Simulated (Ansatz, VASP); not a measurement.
## P: VASP beside Ansatz

```
P
1.0
     3.71022    0.00000    0.00000
     2.10486    3.05537    0.00000
     2.10486    1.10594    2.84819
P
2
Direct
  0.22708 0.22708 0.22708
  0.77292 0.77292 0.77292
```

Alike in both runs: task relaxation of cell and atoms; functional LDA; k mesh 6 × 6 × 6; occupations fermi-dirac, width 0.05 eV; no spin polarisation.

|  | VASP | Ansatz |
| --- | --- | --- |
| version | VASP 6.6.1 | Ansatz 0.2.0 |
| potentials or method | VASP PAW LDA potentials, release 64 (P) | plane waves, PAW |
| plane-wave cutoff (eV) | 600 | 420 |
| valence electrons in the cell | 10 | 10 |

```tsv
	VASP	Ansatz	Ansatz less VASP
relaxed volume (Å³/atom)	15.30	15.30	+0.005
relaxed length of the cell vector where the two differ most in proportion (Å)	3.612	3.610	-0.0021
```

LDA's correlation is that of Perdew and Zunger in VASP and of Perdew and Wang (1992) in Ansatz.

The k mesh is coarse, so the values compare programs but aren't converged.
